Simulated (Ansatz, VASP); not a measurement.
## Two plane-wave programs on HCl

Contents of INCAR:

```
SYSTEM = HCl
PREC = Accurate
ENCUT = 520
EDIFF = 1E-6
ISMEAR = 0
SIGMA = 0.1
LREAL = .FALSE.
LASPH = .TRUE.
NELM = 100
ALGO = Normal
ISIF = 2
LWAVE = .FALSE.
LCHARG = .FALSE.
GGA = PS
NBANDS = 11
```

KPOINTS

```
Automatic mesh
0
G
  16 16 16
  0 0 0
```

The input POSCAR:

```
HCl
1.0
    0.0000000000      2.1762526214      2.1762526214
    2.1762526214      0.0000000000      2.1762526214
    2.1762526214      2.1762526214      0.0000000000
H Cl
1 1
Direct
    0.0000000000      0.0000000000      0.0000000000
    0.5000000000      0.5000000000      0.5000000000
```

Input for Ansatz:

```yaml
crystal:
  lattice:
    - [0.0, 2.1762526214, 2.1762526214]
    - [2.1762526214, 0.0, 2.1762526214]
    - [2.1762526214, 2.1762526214, 0.0]
  atoms:
    - { symbol: H, position: [0.0, 0.0, 0.0] }
    - { symbol: Cl, position: [0.5, 0.5, 0.5] }
basis:
  ecutwfc: 420
kpoints:
  mp_grid: { grid: [16, 16, 16] }
hamiltonian:
  xc: pbesol
scf:
  occupations: { method: gaussian, width: 0.1 }
output:
  forces: true
  stress: true
  eigenvalues: true
```

Alike in both runs: task single point; functional PBEsol; k mesh 16 × 16 × 16; occupations gaussian, width 0.1 eV; no spin polarisation.

```csv
,VASP,Ansatz
version,VASP 6.6.1,Ansatz 0.2.0
potentials or method,"VASP PAW PBE potentials, release 64 (H, Cl), cutoff 520 eV","scalar-relativistic, plane waves, PAW"
valence electrons in the cell,8,8
```

|  | VASP | Ansatz | Ansatz less VASP |
| --- | --- | --- | --- |
| gap on the k mesh at the Fermi level (eV) | none | none | - |
| pressure (GPa) | 4.6 | 4.7 | +0.13 |

VASP's potentials were made for PBE, not for PBEsol. A gap of «none» marks a metal or a gap that the smearing closes.
